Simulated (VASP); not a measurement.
As:

```
As
1.0
    -2.70368    0.00000   -2.70368
     0.00000   -2.70368   -2.70368
    -2.70368   -2.70368    0.00000
As
2
Direct
  0.27635 0.22714 0.25690
  0.72365 0.77286 0.74310
```

Base run:

```yaml
Program: VASP 6.6.1
Functional: PBE-based screened hybrid with 25 % exact exchange
Potentials_or_basis: VASP PAW PBE potentials, release 64 (As)
Cutoff: 520 eV
k_mesh: 5 × 5 × 5
Occupations: fermi-dirac, width 0.05 eV
Spin: no spin polarisation
```

Its results: pressure 0.6 GPa; largest force 0.994 eV/Å.

Q: The run is repeated on the same cell with these changes: further incar settings from ALGO = Normal; EDIFF = 1e-06; NBANDS = 12 to ALGO = Normal; EDIFF = 1e-07; NBANDS = 12; screening parameter from 0.2 1/Å to 0.4 1/Å. What comes out?

A: Pressure 1.5 GPa; largest force 0.876 eV/Å.

Caveats: the PAW data sets were made with another functional, which shifts forces and pressure a little.
